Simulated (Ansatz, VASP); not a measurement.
## Two plane-wave programs on Ga3AsP2

The input INCAR:

```
SYSTEM = Ga3AsP2
PREC = Accurate
ENCUT = 520
EDIFF = 1E-6
ISMEAR = -1
SIGMA = 0.001
LREAL = .FALSE.
LASPH = .TRUE.
NELM = 60
ALGO = Normal
ISIF = 2
LWAVE = .FALSE.
LCHARG = .TRUE.
GGA = PE
LELF = .TRUE.
LVHAR = .TRUE.
NBANDS = 36
```

Contents of KPOINTS:

```
regular mesh
0
G
  6 6 2
  0 0 0
```

Contents of POSCAR:

```
Ga3AsP2
1.0
    3.9059637249      0.0000000000      0.0000000000
   -1.9529818624      3.3826638120      0.0000000000
    0.0000000000      0.0000000000      9.5621795807
P As Ga
2 1 3
Direct
    0.0000000000      0.0000000000      0.0030602822
    0.3333333333      0.6666666667      0.3305233904
    0.6666666667      0.3333333333      0.6663422598
    0.3333333333      0.6666666667      0.0832499795
    0.6666666667      0.3333333333      0.4103402508
    0.0000000000      0.0000000000      0.7564838373
```

Input for Ansatz:

```yaml
crystal:
  lattice:
    - [3.9059637249, 0.0, 0.0]
    - [-1.9529818624, 3.382663812, 0.0]
    - [0.0, 0.0, 9.5621795807]
  atoms:
    - { symbol: P, position: [0.0, 0.0, 0.0030602822] }
    - { symbol: P, position: [0.3333333333, 0.6666666667, 0.3305233904] }
    - { symbol: As, position: [0.6666666667, 0.3333333333, 0.6663422598] }
    - { symbol: Ga, position: [0.3333333333, 0.6666666667, 0.0832499795] }
    - { symbol: Ga, position: [0.6666666667, 0.3333333333, 0.4103402508] }
    - { symbol: Ga, position: [0.0, 0.0, 0.7564838373] }
kpoints:
  mp_grid: { grid: [6, 6, 2] }
hamiltonian:
  xc: pbe
scf:
  occupations: { method: fermi_dirac, width: 0.001 }
  n_extra_bands: 5
output:
  forces: true
  stress: true
  eigenvalues: true
```

Alike in both runs: task single point; functional PBE; k mesh 6 × 6 × 2; occupations fermi-dirac, width 0.001 eV; no spin polarisation.

|  | VASP | Ansatz |
| --- | --- | --- |
| version | VASP 6.6.1 | Ansatz 0.2.0 |
| potentials or method | VASP PAW PBE potentials, release 64 (P, As, Ga_d) | plane waves |
| plane-wave cutoff (eV) | 520 | 420 |
| valence electrons in the cell | 54 | 64 |

|  | VASP | Ansatz | Ansatz less VASP |
| --- | --- | --- | --- |
| gap on the k mesh at the Fermi level (eV) | 1.21 | 1.22 | +0.003 |
| pressure (GPa) | 2.7 | 2.6 | -0.09 |
| traceless stress, the component that is largest in VASP (GPa) | -0.07 | -0.06 | +0.003 |
| rms of the force components (eV/Å) | 0.024 | 0.019 | -0.0049 |

Atom by atom the forces differ by 0.006 eV/Å (rms over components). VASP's potentials hold 54 valence electrons a cell and Ansatz's 64, so a difference there can come from the potentials and not from the codes.
